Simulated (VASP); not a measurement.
# Si (P6_3/mmc) in VASP: a series of runs

Si is run at these levels: PBEsol; tasks: relaxation of cell and atoms, single point.

Program: VASP 6.6.1. These are calculated values, not measurements. Logs are shortened: lines on timing, memory, paths and dates and some standing lists are left out, and cuts for length are marked.

### 1 The cell of the first run

The structure is hexagonal, space group P6_3/mmc (No. 194). The conventional cell has a = 2.672 Å, b = 2.672 Å, c = 4.494 Å, α = 90.00°, β = 90.00°, γ = 120.00°. Si (site symmetry -6m2) has 12 Si at 2.67 to 2.73 Å within 3.5 Å.

This isn't the form of Si at room conditions, which is diamond.

### 2 Relaxation of cell and atoms, PBEsol

Input file INCAR:

```
  ALGO = Normal
  EDIFF = 1E-6
  EDIFFG = -0.01
  ENCUT = 600
  GGA = PS
  IBRION = 2
  ISIF = 3
  ISMEAR = 0
  LASPH = True
  LCHARG = False
  LREAL = False
  LWAVE = False
  NELM = 60
  NSW = 80
  PREC = Accurate
  SIGMA = 0.1
```

Input file KPOINTS:

```
k-points
0
Gamma
  18 18 10
```

Input file POSCAR:

```
Si
1.0
    2.6724521497      0.0000000000      0.0000000000
   -1.3362260749      2.3144114521      0.0000000000
    0.0000000000      0.0000000000      4.4936279382
Si
2
Direct
    0.3333333333      0.6666666667      0.2500000000
    0.6666666667      0.3333333333      0.7500000000
```

Potentials or basis: VASP PAW PBE potentials, release 64 (Si).

Command:

```bash
cat potpaw_PBE.64/Si/POTCAR > POTCAR
mpirun -np 1 vasp_std > vasp.out
```

OUTCAR:

```text
EDIFF = 1E-6
   EDIFFG = -0.01
   ENCUT = 600
   GGA = PS
   IBRION = 2
   ISIF = 3
   ISMEAR = 0
   LASPH = True
   LREAL = False
   NELM = 60
   NSW = 80
   PREC = Accurate

 ion  position               nearest neighbor table
   1  0.333  0.667  0.250-   2 2.73   2 2.73   2 2.73   2 2.73   2 2.73   2 2.73
   2  0.667  0.333  0.750-   1 2.73   1 2.73   1 2.73   1 2.73   1 2.73   1 2.73

  LATTYP: Found a hexagonal cell.
 ALAT       =     2.6724521497
 C/A-ratio  =     1.6814624496

  Lattice vectors:

 A1 = (   2.6724521497,   0.0000000000,   0.0000000000)
 A2 = (  -1.3362260749,   2.3144114521,   0.0000000000)
 A3 = (   0.0000000000,   0.0000000000,   4.4936279382)

Analysis of symmetry for initial positions (statically):
=====================================================================
 Subroutine PRICEL returns:
 Original cell was already a primitive cell.

 Routine SETGRP: Setting up the symmetry group for a
 hexagonal supercell.

 Subroutine GETGRP returns: Found 24 space group operations
 (whereof 12 operations were pure point group operations)
 out of a pool of 24 trial point group operations.

The static configuration has the point symmetry D_3d.
 The point group associated with its full space group is D_6h.

Analysis of symmetry for dynamics (positions and initial velocities):
=====================================================================
 Subroutine PRICEL returns:
 Original cell was already a primitive cell.

 Routine SETGRP: Setting up the symmetry group for a
 hexagonal supercell.

 Subroutine GETGRP returns: Found 24 space group operations
 (whereof 12 operations were pure point group operations)
 out of a pool of 24 trial point group operations.

The dynamic configuration has the point symmetry D_3d.
 The point group associated with its full space group is D_6h.

 Subroutine INISYM returns: Found 24 space group operations
 (whereof 12 operations are pure point group operations),
 and found     1 'primitive' translations

----------------------------------------------------------------------------------------

                                     Primitive cell

  volume of cell :      27.7938

  direct lattice vectors                    reciprocal lattice vectors
     2.672452150  0.000000000  0.000000000     0.374188178  0.216037645  0.000000000
    -1.336226075  2.314411452  0.000000000     0.000000000  0.432075290  0.000000000
     0.000000000  0.000000000  4.493627938     0.000000000  0.000000000  0.222537338

  length of vectors
     2.672452150  2.672452150  4.493627938     0.432075290  0.432075290  0.222537338

  position of ions in fractional coordinates (direct lattice)
     0.333333333  0.666666667  0.250000000
     0.666666667  0.333333333  0.750000000

  ion indices of the primitive-cell ions
   primitive index   ion index
                 1           1
                 2           2

----------------------------------------------------------------------------------------

 KPOINTS: k-points

Automatic generation of k-mesh.
 Grid dimensions read from file:
 generate k-points for:   18   18   10

 Generating k-lattice:

  Cartesian coordinates                     Fractional coordinates (reciprocal lattice)
     0.020788232  0.012002091  0.000000000     0.055555556 -0.000000000  0.000000000
     0.000000000  0.024004183  0.000000000     0.000000000  0.055555556  0.000000000
     0.000000000  0.000000000  0.022253734     0.000000000  0.000000000  0.100000000

  Length of vectors
     0.024004183  0.024004183  0.022253734

  Shift w.r.t. Gamma in fractional coordinates (k-lattice)
     0.000000000  0.000000000  0.000000000

 Subroutine IBZKPT returns following result:
 ===========================================

 Found    222 irreducible k-points:

 Following reciprocal coordinates:
            Coordinates               Weight
  0.000000  0.000000  0.000000      1.000000
  0.055556  0.000000  0.000000      6.000000
  0.111111  0.000000  0.000000      6.000000
  0.166667  0.000000  0.000000      6.000000
  0.222222  0.000000  0.000000      6.000000
  0.277778  0.000000  0.000000      6.000000
[... 16 lines left out ...]
  0.333333  0.111111  0.000000     12.000000
  0.388889  0.111111  0.000000     12.000000
 [... further k-points ...]
   k-points           NKPTS =    222   k-points in BZ     NKDIM =    222   number of bands    NBANDS=      8
   number of dos      NEDOS =    301   number of ions     NIONS =      2
   total plane-waves  NPLWV =  20736
   dimension x,y,z NGX =    24 NGY =   24 NGZ =   36
   dimension x,y,z NGXF=    48 NGYF=   48 NGZF=   72
   ions per type =               2
   NGX,Y,Z   is equivalent  to a cutoff of  14.93, 14.93, 13.32 a.u.
   NGXF,Y,Z  is equivalent  to a cutoff of  29.86, 29.86, 26.64 a.u.
 SYSTEM =  unknown system
   PREC   = accura    normal or accurate (medium, high low for compatibility)
   ISTART =      0    job   : 0-new  1-cont  2-samecut
   ICHARG =      2    charge: 1-file 2-atom 10-const
   ISPIN  =      1    spin polarized calculation?
   LNONCOLLINEAR =      F non collinear calculations
   LSORBIT =      F    spin-orbit coupling
   LASPH  =      T    aspherical Exc in radial PAW
   ENCUT  =  600.0 eV  44.10 Ry    6.64 a.u.   5.34  5.34  8.97*2*pi/ulx,y,z
   NELM   =     60;   NELMIN=  2; NELMDL= -5     # of ELM steps
   EDIFF  = 0.1E-05   stopping-criterion for ELM
   LREAL  =      F    real-space projection
   EDIFFG = -.1E-01   stopping-criterion for IOM
   NSW    =     80    number of steps for IOM
   IBRION =      2    ionic relax: 0-MD 1-quasi-New 2-CG
   NFREE  =      1    steps in history (QN), initial steepest desc. (CG)
   ISIF   =      3    stress and relaxation
   ISYM   =      2    0-nonsym 1-usesym 2-fastsym
   POTIM  = 0.5000    time-step for ionic-motion
   TEBEG  =    0.0;   TEEND  =   0.0 temperature during run
   PSTRESS=    0.0 pullay stress
   NELECT =       8.0000    total number of electrons
   NUPDOWN=      -1.0000    fix difference up-down
   EMIN   =  10.00;   EMAX   =-10.00  energy-range for DOS
   EFERMI =   0.00;   METHOD = LEGACY
   ISMEAR =     0;   SIGMA  =   0.10  broadening in eV -4-tet -1-fermi 0-gaus
   EFERMI_NEDOS =   21; number of points for ismear=-14 and -15
   IALGO  =     38    algorithm
   IMIX   =      4    mixing-type and parameters
     AMIX     =   0.40;   BMIX     =  1.00
     AMIX_MAG =   1.60;   BMIX_MAG =  1.00
  volume/ion in A,a.u.               =      13.90        93.78
  Fermi-wavevector in a.u.,A,eV,Ry     =   1.080909  2.042621 15.896548  1.168363
  Thomas-Fermi vector in A             =   2.216912
   LORBIT       =      0    0 simple, 1 ext, 2 COOP (PROOUT), +10 PAW based schemes
   GGA     = PS    functional components
   LHFCALC =     F    Hartree Fock is set to
   AEXX    =    0.0000 exact exchange contribution
   IVDW    =     0    specifies the selected vdW correction
   LEPSILON=     F    determine dielectric tensor
   LRPA    =     F    only Hartree local field effects (RPA)
 conjugate gradient relaxation of ions
 non-spin polarized calculation
 Gauss-broadening in eV      SIGMA  =   0.10
  energy-cutoff  :      600.00
  volume of cell :       27.79
 maximum number of plane-waves:       942
 NGX is ok and might be reduce to    24
   NGX = 11   NGY = 11   NGZ = 17

--------------------------------------- Ionic step        1  -------------------------------------------

 number of electron       8.0000000 magnetization

 Free energy of the ion-electron system (eV)
  ---------------------------------------------------
  ext. energy  EPLUGINS =         0.00000000
  ---------------------------------------------------
  free energy    TOTEN  =       -10.74840338 eV

  energy without entropy =      -10.74388555  energy(sigma->0) =      -10.74614446

------------------------ aborting loop because EDIFF is reached ----------------------------------------

  FORCE on cell =-STRESS in cart. coord.  units (eV):
  Direction    XX          YY          ZZ          XY          YZ          ZX
  --------------------------------------------------------------------------------------
  -------------------------------------------------------------------------------------
  Total        0.0129611      0.0129611      0.2944966     -0.0000000     -0.0000000      0.0000000
  in kB        0.7471476      0.7471476     16.9763075     -0.0000000     -0.0000000      0.0000000
  external PRESSURE =       6.1568675 kB  Pullay stress =       0.0000000 kB
[... 129 lines left out ...]
  energy  without entropy=      -10.7467705258  energy(sigma->0) =      -10.74856246

--------------------------------------- Ionic step        5  -------------------------------------------

 number of electron       8.0000001 magnetization

 Free energy of the ion-electron system (eV)
  ---------------------------------------------------
  ext. energy  EPLUGINS =         0.00000000
  ---------------------------------------------------
  free energy    TOTEN  =       -10.75036242 eV

  energy without entropy =      -10.74685785  energy(sigma->0) =      -10.74861013

 E-fermi :  10.5434     XC(G=0): -11.3764

 val. band max:       10.5425806407   @ k =   0.2778   0.0000   0.4000
 cond. band min:      10.5747675655   @ k =   0.2222   0.1667   0.0000
 fundamental gap:      0.0321869247
 Fermi energy:        10.5434127262

 k-point     1 :       0.0000    0.0000    0.0000
  band No.  band energies     occupation
      1      -4.2060      2.00000
      2       2.2055      2.00000
      3       3.1863      2.00000
      4      19.7331      0.00000
      5      19.7331      0.00000
      6      20.9739      0.00000
      7      20.9739      0.00000
      8      21.0046      0.00000
[... 243 lines left out ...]
 k-point    24 :       0.3889    0.1111    0.0000
  band No.  band energies     occupation
      1       1.3489      2.00000
      2       4.3230      2.00000
      3       7.6530      2.00000
      4       8.3838      2.00000
      5      10.4690      1.70766
      6      11.5182      0.00000
      7      11.5980      0.00000
      8      17.1252      0.00000

 [... further k-points ...]

------------------------ aborting loop because EDIFF is reached ----------------------------------------

  FORCE on cell =-STRESS in cart. coord.  units (eV):
  Direction    XX          YY          ZZ          XY          YZ          ZX
  --------------------------------------------------------------------------------------
  -------------------------------------------------------------------------------------
  Total       -0.0065721     -0.0065721     -0.0143322      0.0000000      0.0000000     -0.0000000
  in kB       -0.3759515     -0.3759515     -0.8198669      0.0000000      0.0000000     -0.0000000
  external PRESSURE =      -0.5239233 kB  Pullay stress =       0.0000000 kB
[... 17 lines left out ...]
  FREE ENERGIE OF THE ION-ELECTRON SYSTEM (eV)
  ---------------------------------------------------
  free  energy   TOTEN  =       -10.7503624181 eV

  energy  without entropy=      -10.7468578502  energy(sigma->0) =      -10.74861013

 reached required accuracy - stopping structural energy minimisation
```

It took 2.4 min on 1 thread of Intel Xeon 8259CL, shared host; peak memory 0.19 GiB.

What came out:

```
Free energy                           : -10.7504 eV
Relaxed volume                        : 14.00 Å³/atom
Relaxed cell                          : a = 2.664 Å, b = 2.664 Å, c = 4.556 Å, α = 90.00°, β = 90.00°, γ = 120.00°
Space group after relaxing (to 0.1 Å) : P6_3/mmc (No. 194)
Energy gained by relaxing             : 1.0 meV/atom
Ionic steps                           : 5
Pressure after relaxing               : -0.1 GPa
Band gap on the k mesh                : zero (bands 4 and 5 overlap by 12.89 eV)
```

Step by step:
```tsv
step	energy change (eV)	largest force (eV/Å)	pressure (GPa)	volume (Å³)
1	0.0000	0.0000	0.62	27.79
2	-0.0014	0.0000	-0.11	28.01
3	-0.0015	0.0000	-0.44	28.11
4	-0.0020	0.0000	-0.11	28.02
5	-0.0020	0.0000	-0.05	28.01
```

Final structure:
```
Si
1.0
     2.66441    0.00000    0.00000
    -1.33221    2.30745    0.00000
     0.00000    0.00000    4.55563
Si
2
Direct
  0.33333 0.66667 0.25000
  0.66667 0.33333 0.75000
```

Caveat: the PAW data sets were made with another functional, which shifts forces and pressure a little.

### 3 Single point, PBEsol

This run uses another cell than the first one, of 13.98 Å³/atom.

Input file INCAR:

```
SYSTEM = Si
  PREC = Accurate
  ENCUT = 520
  EDIFF = 1E-6
  ISMEAR = 0
  SIGMA = 0.1
  LREAL = .False.
  LASPH = .True.
  NELM = 60
  ALGO = Normal
  ISIF = 2
  LWAVE = .False.
  LCHARG = .False.
  GGA = PS
  NBANDS = 11
```

Input file KPOINTS:

```
Automatic mesh
0
Gamma
  18 18 10
  0 0 0
```

Input file POSCAR:

```
Si
1.0
    2.6633559752      0.0000000000      0.0000000000
   -1.3316779876      2.3065339338      0.0000000000
    0.0000000000      0.0000000000      4.5501331821
Si
2
Direct
    0.3333333333      0.6666666667      0.2500000000
    0.6666666667      0.3333333333      0.7500000000
```

Potentials or basis: VASP PAW PBE potentials, release 64 (Si).

Command:

```bash
cat potpaw_PBE.64/Si/POTCAR > POTCAR
mpirun -np 1 vasp_std > vasp.out
```

OUTCAR:

```text
SYSTEM = Si
   PREC = Accurate
   ENCUT = 520
   EDIFF = 1E-6
   ISMEAR = 0
   LREAL = .False.
   LASPH = .True.
   NELM = 60
   ISIF = 2
   GGA = PS

 ion  position               nearest neighbor table
   1  0.333  0.667  0.250-   2 2.75   2 2.75   2 2.75   2 2.75   2 2.75   2 2.75
   2  0.667  0.333  0.750-   1 2.75   1 2.75   1 2.75   1 2.75   1 2.75   1 2.75

  LATTYP: Found a hexagonal cell.
 ALAT       =     2.6633559752
 C/A-ratio  =     1.7084209638

  Lattice vectors:

 A1 = (   2.6633559752,   0.0000000000,   0.0000000000)
 A2 = (  -1.3316779876,   2.3065339338,   0.0000000000)
 A3 = (   0.0000000000,   0.0000000000,   4.5501331821)

Analysis of symmetry for initial positions (statically):
=====================================================================
 Subroutine PRICEL returns:
 Original cell was already a primitive cell.

 Routine SETGRP: Setting up the symmetry group for a
 hexagonal supercell.

 Subroutine GETGRP returns: Found 24 space group operations
 (whereof 12 operations were pure point group operations)
 out of a pool of 24 trial point group operations.

The static configuration has the point symmetry D_3d.
 The point group associated with its full space group is D_6h.

Analysis of symmetry for dynamics (positions and initial velocities):
=====================================================================
 Subroutine PRICEL returns:
 Original cell was already a primitive cell.

 Routine SETGRP: Setting up the symmetry group for a
 hexagonal supercell.

 Subroutine GETGRP returns: Found 24 space group operations
 (whereof 12 operations were pure point group operations)
 out of a pool of 24 trial point group operations.

The dynamic configuration has the point symmetry D_3d.
 The point group associated with its full space group is D_6h.

 Subroutine INISYM returns: Found 24 space group operations
 (whereof 12 operations are pure point group operations),
 and found     1 'primitive' translations
[... 120 lines left out ...]
   GGA     = PS    functional components
   LHFCALC =     F    Hartree Fock is set to
   AEXX    =    0.0000 exact exchange contribution
   IVDW    =     0    specifies the selected vdW correction
   LEPSILON=     F    determine dielectric tensor
   LRPA    =     F    only Hartree local field effects (RPA)
 non-spin polarized calculation
 Gauss-broadening in eV      SIGMA  =   0.10
  energy-cutoff  :      520.00
  volume of cell :       27.95
 maximum number of plane-waves:       774
 NGX is ok and might be reduce to    20
   NGX =  9   NGY =  9   NGZ = 17

 number of electron       8.0000001 magnetization

 Free energy of the ion-electron system (eV)
  ---------------------------------------------------
  ext. energy  EPLUGINS =         0.00000000
  ---------------------------------------------------
  free energy    TOTEN  =       -10.75047395 eV

  energy without entropy =      -10.74689501  energy(sigma->0) =      -10.74868448

 E-fermi :  10.5718     XC(G=0): -11.3846

 val. band max:       10.5651264388   @ k =   0.2778  -0.0000   0.4000
 cond. band min:      10.5945243479   @ k =   0.2222   0.1667   0.0000
 fundamental gap:      0.0293979092
 Fermi energy:        10.5718269098

 k-point     1 :       0.0000    0.0000    0.0000
  band No.  band energies     occupation
      1      -4.1976      2.00000
      2       2.2374      2.00000
      3       3.2033      2.00000
      4      19.7631      0.00000
      5      19.7631      0.00000
      6      21.0025      0.00000
      7      21.0025      0.00000
      8      21.0771      0.00000
      9      21.4230      0.00000
     10      24.1591      0.00000
     11      24.7620      0.00000
[... 309 lines left out ...]
 k-point    24 :       0.3889    0.1111    0.0000
  band No.  band energies     occupation
      1       1.3617      2.00000
      2       4.3376      2.00000
      3       7.6891      2.00000
      4       8.4046      2.00000
      5      10.5054      1.65267
      6      11.5420      0.00000
      7      11.6205      0.00000
      8      17.1692      0.00000
      9      18.9407      0.00000
     10      20.0486      0.00000
     11      25.2063      0.00000

 [... further k-points ...]

------------------------ aborting loop because EDIFF is reached ----------------------------------------

  FORCE on cell =-STRESS in cart. coord.  units (eV):
  Direction    XX          YY          ZZ          XY          YZ          ZX
  --------------------------------------------------------------------------------------
  -------------------------------------------------------------------------------------
  Total        0.0204432      0.0204432      0.0279926     -0.0000000      0.0000000      0.0000000
  in kB        1.1717818      1.1717818      1.6045028     -0.0000000      0.0000000      0.0000000
  external PRESSURE =       1.3160221 kB  Pullay stress =       0.0000000 kB

 VOLUME and BASIS-vectors are now :
 -----------------------------------------------------------------------------
  energy-cutoff  :      520.00
  volume of cell :       27.95
      direct lattice vectors                 reciprocal lattice vectors
     2.663355975  0.000000000  0.000000000     0.375466145  0.216775480  0.000000000
    -1.331677988  2.306533934  0.000000000     0.000000000  0.433550959  0.000000000
     0.000000000  0.000000000  4.550133182     0.000000000  0.000000000  0.219773787

 POSITION                                       TOTAL-FORCE (eV/Angst)
 -----------------------------------------------------------------------------------
     -0.00000      1.53769      1.13753        -0.000000     -0.000000      0.000000
      1.33168      0.76884      3.41260         0.000000      0.000000      0.000000
 -----------------------------------------------------------------------------------
    total drift:                               -0.000000      0.000000     -0.000000

  FREE ENERGIE OF THE ION-ELECTRON SYSTEM (eV)
  ---------------------------------------------------
  free  energy   TOTEN  =       -10.7504739521 eV

  energy  without entropy=      -10.7468950102  energy(sigma->0) =      -10.74868448
```

OSZICAR:

```text
N       E                     dE             d eps       ncg     rms          rms(c)
DAV:   1     0.477596546296E+01    0.47760E+01   -0.34547E+03  4908   0.615E+02
DAV:   2    -0.103818609975E+02   -0.15158E+02   -0.14568E+02  6373   0.852E+01
DAV:   3    -0.108018573018E+02   -0.42000E+00   -0.41653E+00  6460   0.113E+01
DAV:   4    -0.108033660776E+02   -0.15088E-02   -0.15084E-02  5907   0.838E-01
DAV:   5    -0.108033715324E+02   -0.54548E-05   -0.54543E-05  6148   0.465E-02    0.418E+00
DAV:   6    -0.107692980826E+02    0.34073E-01   -0.98357E-03  5520   0.453E-01    0.231E+00
DAV:   7    -0.107506124908E+02    0.18686E-01   -0.17978E-02  5397   0.610E-01    0.147E-01
DAV:   8    -0.107504743475E+02    0.13814E-03   -0.20086E-04  6938   0.953E-02    0.209E-02
DAV:   9    -0.107504739521E+02    0.39546E-06   -0.22027E-06  5705   0.873E-03
   1 F= -.10750474E+02 E0= -.10748684E+02  d E =-.357894E-02
```

Wall time 37 s (1 thread of Intel Xeon 8259CL, shared host); peak memory 0.17 GiB.

What came out:

| Quantity | Value |
| --- | --- |
| Free energy | -10.7505 eV |
| Pressure | 0.1 GPa |
| Band gap on the k mesh | zero (bands 4 and 5 overlap by 12.90 eV) |

Caveat: the PAW data sets were made with another functional, which shifts forces and pressure a little.
